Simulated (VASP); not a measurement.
# TiAl3 (TiAl3 (I4/mmm)) (I4/mmm) in VASP: single point with PBE

Aim: the single point of TiAl3 (TiAl3 (I4/mmm)) with PBE.

All numbers are computed with VASP 6.6.1; they aren't measurements. Logs are shortened: lines on timing, memory, paths and dates and some standing lists are left out, and cuts for length are marked.

### 1 The cell of the first run

It takes space group I4/mmm (No. 139, tetragonal). The conventional cell has a = 3.845 Å, b = 3.845 Å, c = 8.624 Å, α = 90.00°, β = 90.00°, γ = 90.00°. Ti (site symmetry 4/mmm) has 12 Al at 2.72 to 2.89 Å within 3.6 Å. Al (site symmetry 4/mmm) has 4 Ti at 2.72 Å and 8 Al at 2.89 Å within 3.6 Å. Al (site symmetry -4m2) has 8 Al at 2.72 to 2.89 Å and 4 Ti at 2.89 Å within 3.6 Å.

### 2 Single point, PBE

Contents of INCAR:

```
PREC = Accurate
ENCUT = 520
EDIFF = 1E-6
ISMEAR = 1
SIGMA = 0.1
LREAL = Auto
LASPH = T
NELM = 100
ALGO = Normal
ISIF = 2
LWAVE = F
LCHARG = F
GGA = PE
NBANDS = 106
```

Contents of KPOINTS:

```
regular mesh
0
Gamma
  1 1 1
```

Contents of POSCAR:

```
TiAl3
1.0
    7.6895028870      0.0000000000      0.0000000000
    0.0000000000      7.6895028870      0.0000000000
    0.0000000000      0.0000000000      8.6237151295
Ti Al
8 24
Direct
    0.0000000000      0.0000000000      0.0000000000
    0.2500000000      0.2500000000      0.5000000000
    0.0000000000      0.5000000000      0.0000000000
    0.2500000000      0.7500000000      0.5000000000
    0.5000000000      0.0000000000      0.0000000000
    0.7500000000      0.2500000000      0.5000000000
    0.5000000000      0.5000000000      0.0000000000
    0.7500000000      0.7500000000      0.5000000000
    0.0000000000      0.0000000000      0.5000000000
    0.2500000000      0.2500000000      0.0000000000
    0.0000000000      0.2500000000      0.2500000000
    0.2500000000      0.0000000000      0.7500000000
    0.0000000000      0.2500000000      0.7500000000
    0.2500000000      0.0000000000      0.2500000000
    0.0000000000      0.5000000000      0.5000000000
    0.2500000000      0.7500000000      0.0000000000
    0.0000000000      0.7500000000      0.2500000000
    0.2500000000      0.5000000000      0.7500000000
    0.0000000000      0.7500000000      0.7500000000
    0.2500000000      0.5000000000      0.2500000000
    0.5000000000      0.0000000000      0.5000000000
    0.7500000000      0.2500000000      0.0000000000
    0.5000000000      0.2500000000      0.2500000000
    0.7500000000      0.0000000000      0.7500000000
    0.5000000000      0.2500000000      0.7500000000
    0.7500000000      0.0000000000      0.2500000000
    0.5000000000      0.5000000000      0.5000000000
    0.7500000000      0.7500000000      0.0000000000
    0.5000000000      0.7500000000      0.2500000000
    0.7500000000      0.5000000000      0.7500000000
    0.5000000000      0.7500000000      0.7500000000
    0.7500000000      0.5000000000      0.2500000000
```

Potentials or basis: VASP PAW PBE potentials, release 64 (Ti_sv, Al).

Started as:

```
$ cat potpaw_PBE.64/Ti_sv/POTCAR potpaw_PBE.64/Al/POTCAR > POTCAR
$ mpirun -np 1 vasp_gam > vasp.out
```

OUTCAR:

```text
PREC = Accurate
   ENCUT = 520
   EDIFF = 1E-6
   ISMEAR = 1
   LREAL = Auto
   LASPH = T
   NELM = 100
   ISIF = 2
   GGA = PE

 ion  position               nearest neighbor table
   1  0.000  0.000  0.000-  10 2.72  16 2.72  22 2.72  28 2.72  14 2.89  11 2.89  17 2.89  19 2.89
                            12 2.89  24 2.89  26 2.89  13 2.89
   2  0.250  0.250  0.500-   9 2.72  15 2.72  21 2.72  27 2.72  14 2.89  11 2.89  18 2.89  20 2.89
                            12 2.89  23 2.89  25 2.89  13 2.89
   3  0.000  0.500  0.000-  10 2.72  16 2.72  22 2.72  28 2.72  17 2.89  18 2.89  19 2.89  20 2.89
                            13 2.89  11 2.89  30 2.89  32 2.89
   4  0.250  0.750  0.500-   9 2.72  15 2.72  21 2.72  27 2.72  17 2.89  18 2.89  19 2.89  20 2.89
                            14 2.89  12 2.89  29 2.89  31 2.89
   5  0.500  0.000  0.000-  10 2.72  16 2.72  22 2.72  28 2.72  14 2.89  23 2.89  24 2.89  25 2.89
                            26 2.89  12 2.89  29 2.89  31 2.89
   6  0.750  0.250  0.500-   9 2.72  15 2.72  21 2.72  27 2.72  13 2.89  23 2.89  24 2.89  25 2.89
                            26 2.89  11 2.89  30 2.89  32 2.89
   7  0.500  0.500  0.000-  10 2.72  16 2.72  22 2.72  28 2.72  18 2.89  23 2.89  25 2.89  20 2.89
                            29 2.89  30 2.89  31 2.89  32 2.89
   8  0.750  0.750  0.500-   9 2.72  15 2.72  21 2.72  27 2.72  17 2.89  24 2.89  26 2.89  19 2.89
                            29 2.89  30 2.89  31 2.89  32 2.89
   9  0.000  0.000  0.500-   2 2.72   4 2.72   6 2.72   8 2.72  11 2.89  12 2.89  13 2.89  14 2.89
[... 33 lines left out ...]
  26  0.750  0.000  0.250-  11 2.72  17 2.72  23 2.72  29 2.72   9 2.89   1 2.89   5 2.89  21 2.89
                            22 2.89   6 2.89  28 2.89   8 2.89
  27  0.500  0.500  0.500-   2 2.72   4 2.72   6 2.72   8 2.72  18 2.89  20 2.89  23 2.89  25 2.89
                            29 2.89  30 2.89  31 2.89  32 2.89
  28  0.750  0.750  0.000-   1 2.72   3 2.72   5 2.72   7 2.72  17 2.89  19 2.89  24 2.89  26 2.89
                            29 2.89  30 2.89  31 2.89  32 2.89
  29  0.500  0.750  0.250-  14 2.72  20 2.72  26 2.72  32 2.72   4 2.89  16 2.89   5 2.89  21 2.89
                             7 2.89  27 2.89  28 2.89   8 2.89
  30  0.750  0.500  0.750-  13 2.72  19 2.72  25 2.72  31 2.72   3 2.89  15 2.89   6 2.89  22 2.89
                             7 2.89  27 2.89  28 2.89   8 2.89
  31  0.500  0.750  0.750-  12 2.72  18 2.72  24 2.72  30 2.72   4 2.89  16 2.89   5 2.89  21 2.89
                             7 2.89  27 2.89  28 2.89   8 2.89
  32  0.750  0.500  0.250-  11 2.72  17 2.72  23 2.72  29 2.72   3 2.89  15 2.89   6 2.89  22 2.89
                             7 2.89  27 2.89  28 2.89   8 2.89

  LATTYP: Found a simple tetragonal cell.
 ALAT       =     7.6895028870
 C/A-ratio  =     1.1214918905

  Lattice vectors:

 A1 = (   7.6895028870,   0.0000000000,   0.0000000000)
 A2 = (   0.0000000000,   7.6895028870,   0.0000000000)
 A3 = (   0.0000000000,   0.0000000000,   8.6237151295)

Analysis of symmetry for initial positions (statically):
=====================================================================
 Subroutine PRICEL returns following result:

  LATTYP: Found a body centered tetragonal cell.
 ALAT       =     3.8447514435
 C/A-ratio  =     2.2429837809

  Lattice vectors:

 A1 = (   1.9223757217,  -1.9223757218,  -4.3118575647)
 A2 = (  -1.9223757217,   1.9223757218,  -4.3118575648)
 A3 = (   1.9223757217,   1.9223757217,   4.3118575648)

   8 primitive cells build up your supercell.

 Routine SETGRP: Setting up the symmetry group for a
 simple tetragonal supercell.

 Subroutine GETGRP returns: Found 16 space group operations
 (whereof 16 operations were pure point group operations)
 out of a pool of 16 trial point group operations.

The static configuration has the point symmetry D_4h.

Analysis of symmetry for dynamics (positions and initial velocities):
=====================================================================
 Subroutine PRICEL returns following result:

  LATTYP: Found a body centered tetragonal cell.
 ALAT       =     3.8447514435
 C/A-ratio  =     2.2429837809

  Lattice vectors:

 A1 = (   1.9223757217,  -1.9223757218,  -4.3118575647)
[... 31 lines left out ...]

  position of ions in fractional coordinates (direct lattice)
     0.000000000  0.000000000  0.000000000
     0.500000000  0.500000000  0.000000000
     0.750000000  0.250000000  0.500000000
     0.250000000  0.750000000  0.500000000

  ion indices of the primitive-cell ions
   primitive index   ion index
                 1           1
                 2          22
                 3          11
                 4          13

----------------------------------------------------------------------------------------

 KPOINTS: regular mesh

Automatic generation of k-mesh.
 Grid dimensions read from file:
 generate k-points for:    1    1    1

 Generating k-lattice:

  Cartesian coordinates                     Fractional coordinates (reciprocal lattice)
     0.130047418  0.000000000  0.000000000     1.000000000  0.000000000  0.000000000
     0.000000000  0.130047418  0.000000000     0.000000000  1.000000000  0.000000000
     0.000000000  0.000000000  0.115959304     0.000000000  0.000000000  1.000000000

  Length of vectors
     0.130047418  0.130047418  0.115959304

  Shift w.r.t. Gamma in fractional coordinates (k-lattice)
     0.000000000  0.000000000  0.000000000

 Subroutine IBZKPT returns following result:
 ===========================================

 Found      1 irreducible k-points:

 Following reciprocal coordinates:
            Coordinates               Weight
  0.000000  0.000000  0.000000      1.000000
   k-points           NKPTS =      1   k-points in BZ     NKDIM =      1   number of bands    NBANDS=    106
   number of dos      NEDOS =    301   number of ions     NIONS =     32
   total plane-waves  NPLWV = 230400
   dimension x,y,z NGX =    60 NGY =   60 NGZ =   64
   dimension x,y,z NGXF=   120 NGYF=  120 NGZF=  128
   ions per type =               8  24
   NGX,Y,Z   is equivalent  to a cutoff of  12.97, 12.97, 12.34 a.u.
   NGXF,Y,Z  is equivalent  to a cutoff of  25.94, 25.94, 24.68 a.u.
 SYSTEM =  unknown system
   PREC   = accura    normal or accurate (medium, high low for compatibility)
   ISTART =      0    job   : 0-new  1-cont  2-samecut
   ICHARG =      2    charge: 1-file 2-atom 10-const
   ISPIN  =      1    spin polarized calculation?
   LNONCOLLINEAR =      F non collinear calculations
   LSORBIT =      F    spin-orbit coupling
   LASPH  =      T    aspherical Exc in radial PAW
   ENCUT  =  520.0 eV  38.22 Ry    6.18 a.u.  14.30 14.30 16.03*2*pi/ulx,y,z
   NELM   =    100;   NELMIN=  2; NELMDL= -5     # of ELM steps
   EDIFF  = 0.1E-05   stopping-criterion for ELM
   LREAL  =      T    real-space projection
   EDIFFG = 0.1E-04   stopping-criterion for IOM
   NSW    =      0    number of steps for IOM
   IBRION =     -1    ionic relax: 0-MD 1-quasi-New 2-CG
   NFREE  =      0    steps in history (QN), initial steepest desc. (CG)
   ISIF   =      2    stress and relaxation
   ISYM   =      2    0-nonsym 1-usesym 2-fastsym
   POTIM  = 0.5000    time-step for ionic-motion
   TEBEG  =    0.0;   TEEND  =   0.0 temperature during run
   PSTRESS=    0.0 pullay stress
   NELECT =     168.0000    total number of electrons
   NUPDOWN=      -1.0000    fix difference up-down
   EMIN   =  10.00;   EMAX   =-10.00  energy-range for DOS
   EFERMI =   0.00;   METHOD = LEGACY
   ISMEAR =     1;   SIGMA  =   0.10  broadening in eV -4-tet -1-fermi 0-gaus
   EFERMI_NEDOS =   21; number of points for ismear=-14 and -15
   IALGO  =     38    algorithm
   IMIX   =      4    mixing-type and parameters
     AMIX     =   0.40;   BMIX     =  1.00
     AMIX_MAG =   1.60;   BMIX_MAG =  1.00
  volume/ion in A,a.u.               =      15.93       107.53
  Fermi-wavevector in a.u.,A,eV,Ry     =   1.130701  2.136714 17.394828  1.278484
  Thomas-Fermi vector in A             =   2.267398
   LORBIT       =      0    0 simple, 1 ext, 2 COOP (PROOUT), +10 PAW based schemes
   GGA     = PE    functional components
   LHFCALC =     F    Hartree Fock is set to
   AEXX    =    0.0000 exact exchange contribution
   IVDW    =     0    specifies the selected vdW correction
   LEPSILON=     F    determine dielectric tensor
   LRPA    =     F    only Hartree local field effects (RPA)
 non-spin polarized calculation
 Methfessel and Paxton  Order N= 1 SIGMA  =   0.10
  energy-cutoff  :      520.00
  volume of cell :      509.91
 maximum number of plane-waves:      6841
 NGX is ok and might be reduce to    60
   NGX = 29   NGY = 29   NGZ = 33

 number of electron     168.0000052 magnetization

 Free energy of the ion-electron system (eV)
  ---------------------------------------------------
  ext. energy  EPLUGINS =         0.00000000
  ---------------------------------------------------
  free energy    TOTEN  =      -162.31771649 eV

  energy without entropy =     -162.20487857  energy(sigma->0) =     -162.28010385

 E-fermi :   8.5057     XC(G=0): -10.7152

 val. band max:        8.5056587664   @ k =   0.0000   0.0000   0.0000
 cond. band min:       8.5056587777   @ k =   0.0000   0.0000   0.0000
 fundamental gap:      0.0000000113
 Fermi energy:         8.5056587720

 k-point     1 :       0.0000    0.0000    0.0000
  band No.  band energies     occupation
      1     -48.1046      2.00000
      2     -48.1045      2.00000
      3     -48.1033      2.00000
      4     -48.1033      2.00000
      5     -48.1033      2.00000
      6     -48.1033      2.00000
[... 88 lines left out ...]
     95      10.1089     -0.00000
     96      10.1089     -0.00000
 [bands above 96 left out]

------------------------ aborting loop because EDIFF is reached ----------------------------------------

  FORCE on cell =-STRESS in cart. coord.  units (eV):
  Direction    XX          YY          ZZ          XY          YZ          ZX
  --------------------------------------------------------------------------------------
  -------------------------------------------------------------------------------------
  Total       -5.9693177     -5.9693177      5.1787129      0.0000000      0.0000000     -0.0000000
  in kB      -18.7561779    -18.7561779     16.2720205      0.0000000      0.0000000     -0.0000000
  external PRESSURE =      -7.0801118 kB  Pullay stress =       0.0000000 kB

 VOLUME and BASIS-vectors are now :
 -----------------------------------------------------------------------------
  energy-cutoff  :      520.00
  volume of cell :      509.91
      direct lattice vectors                 reciprocal lattice vectors
     7.689502887  0.000000000  0.000000000     0.130047418  0.000000000  0.000000000
     0.000000000  7.689502887  0.000000000     0.000000000  0.130047418  0.000000000
     0.000000000  0.000000000  8.623715130     0.000000000  0.000000000  0.115959304

 POSITION                                       TOTAL-FORCE (eV/Angst)
 -----------------------------------------------------------------------------------
      0.00000      0.00000      0.00000        -0.000000     -0.000000      0.000000
      1.92238      1.92238      4.31186        -0.000000      0.000000     -0.000000
      0.00000      3.84475      0.00000        -0.000000      0.000000     -0.000000
      1.92238      5.76713      4.31186         0.000000     -0.000000     -0.000000
      3.84475      0.00000      0.00000         0.000000     -0.000000     -0.000000
      5.76713      1.92238      4.31186         0.000000     -0.000000     -0.000000
[... 24 lines left out ...]
      3.84475      5.76713      6.46779        -0.000000     -0.000000     -0.000000
      5.76713      3.84475      2.15593        -0.000000      0.000000      0.000000
 -----------------------------------------------------------------------------------
    total drift:                                0.000000     -0.000000     -0.000000

  FREE ENERGIE OF THE ION-ELECTRON SYSTEM (eV)
  ---------------------------------------------------
  free  energy   TOTEN  =      -162.3177164916 eV

  energy  without entropy=     -162.2048785750  energy(sigma->0) =     -162.28010385
```

Run time: 54 s. Hardware: 1 thread of AMD EPYC 9R45 (Zen 5), shared host; peak memory 0.43 GiB.

Results:

```
Free energy            : -162.3177 eV
Pressure               : -0.7 GPa
Band gap on the k mesh : zero (filled and empty bands touch)
```

Stress tensor (GPa, compression positive):
```
-1.88  0.00  0.00
 0.00 -1.88  0.00
 0.00  0.00  1.63
```

Caveat: the k points lie up to 0.82 Å⁻¹ apart.
